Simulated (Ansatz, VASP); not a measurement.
# ZnCu: VASP beside Ansatz

```
Zn Cu
1.0
     2.94500    0.05890    0.00000
     0.05890    2.94500    0.00000
     0.00000    0.00000    2.94500
Zn Cu
1 1
Direct
  0.50000 0.50000 0.50000
  0.00000 0.00000 0.00000
```

Change from the starting cell: xy shear strain of +4 %, PAW files.

Alike in both runs: task electric field gradients; functional PBE; k mesh 14 × 14 × 14; occupations fermi-dirac, width 0.05 eV; no spin polarisation.

```csv
,VASP,Ansatz
version,VASP 6.6.1,Ansatz 0.2.0
potentials or method,"VASP PAW PBE potentials, release 64 (Zn, Cu)","PAW with Ansatz's default frozen-core files, scalar-relativistic"
plane-wave cutoff (eV),520,420
valence electrons in the cell,23,31
```

```tsv
	VASP	Ansatz	Ansatz less VASP
pressure (GPa)	3.1	2.5	-0.56
traceless stress, the component that is largest in VASP (GPa)	-3.96	-3.93	+0.027
size of Vzz on the site where it differs most (V/Å²)	5.5	4.2	-1.33
```

The functional is the same, so the differences come from potentials, cutoffs and numerics. VASP's potentials hold 23 valence electrons a cell and Ansatz's 31, so a difference there can come from the potentials and not from the codes.
